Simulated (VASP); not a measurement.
Here is a VASP 6.6.1 calculation.

File INCAR:

```
PREC     = Accurate       # precision mode
ENCUT    = 520            # plane-wave cutoff, eV
EDIFF    = 1E-6           # SCF threshold, eV
ISMEAR   = -5             # smearing method
SIGMA    = 0.05           # smearing width, eV
LREAL    = F              # projectors in reciprocal space
LASPH    = T              # aspherical terms in the spheres
NELM     = 100            # most SCF steps
ALGO     = Normal         # electronic algorithm
ISIF     = 2              # what is computed and relaxed
LWAVE    = F              # write WAVECAR
LCHARG   = F              # write CHGCAR
GGA      = PE             # functional
NBANDS   = 11             # bands
```

The input KPOINTS:

```
regular mesh
0
Gamma
  8 8 8
```

POSCAR

```
Ba
1.0
    4.3413853500      0.0000000000      0.0000000000
   -1.4471284497      4.0930973611      0.0000000000
   -1.4471284497     -2.0465486799      3.5447262953
Ba
1
Direct
    0.0000000000      0.0000000000      0.0000000000
```

Potentials or basis: VASP PAW PBE potentials, release 64 (Ba_sv).

The run is started by

```sh
$ cat potpaw_PBE.64/Ba_sv/POTCAR > POTCAR
$ mpirun -np 1 vasp_std > vasp.out
```

Problem. What does it give for the band gap on the k mesh?

Solution. Zero (band 5 reaches 2.17 eV, above the bottom of band 6 at 1.10 eV).

Problem. Estimate the pressure.

Solution. 0.2 GPa.

Caveat: spin-orbit coupling is left out, which moves the levels of the heavy elements; tetrahedron occupations give inexact forces and stress in metals.
